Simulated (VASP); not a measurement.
Runs of VASP 6.6.1 on BiTe. The structure is that of space group Fm-3m (No. 225), or close to it. The cells are those of the table. 

```csv
level,cell,gap on the mesh (eV),pressure (GPa)
PBE+D3(BJ),"a = 4.536 Å, angles 60.0°, 2 atoms",none,-0.1
BLYP+D3(BJ),"a = 4.549 Å, angles 60.0°, 2 atoms",none,(a)
PBE+D3(BJ),"a = 4.505 Å, angles 60.0°, 2 atoms",none,1.0
PBE+D4,"a = 4.505 Å, angles 60.0°, 2 atoms",none,1.0
PBE+D4,"a = 4.566 Å, angles 60.0°, 2 atoms",none,-1.0
PBE+D4,"a = 4.595 Å, angles 60.0°, 2 atoms",none,-1.9
PBE+D3(BJ),"a = 4.566 Å, angles 60.0°, 2 atoms",none,-1.0
BLYP+D3(BJ),"a = 4.488 Å, angles 60.0°, 2 atoms",none,(b)
BLYP+D3(BJ),"a = 4.519 Å, angles 60.0°, 2 atoms",none,1.2
revPBE,"a = 4.670 Å, angles 60.0°, 2 atoms",none,-0.9
BLYP+D3(BJ),"a = 4.609 Å, angles 60.0°, 2 atoms",none,-1.7
PBE+D3(BJ),"a = 4.575 Å, angles 60.0°, 2 atoms",none,-1.3
```

Alike in all rows: task single point; potentials or basis VASP PAW PBE potentials, release 64 (Bi_d, Te); no spin polarisation; k mesh 6 × 6 × 6; cutoff (eV) 520; smearing gaussian 0.05 eV.

Question: Fill in the values left out.

Answer: (a) 0.1; (b) 2.4.

Caveats: spin-orbit coupling is left out, which moves the levels of the heavy elements; pairwise dispersion overbinds metals, which lowers pressure and volume (some runs); the PAW data sets were made with another functional, which shifts forces and pressure a little (some runs).

A k mesh can miss the band edges, and the runs leave out spin-orbit coupling on Bi, Te.

A gap of «none» marks levels without a gap at the run's occupations.
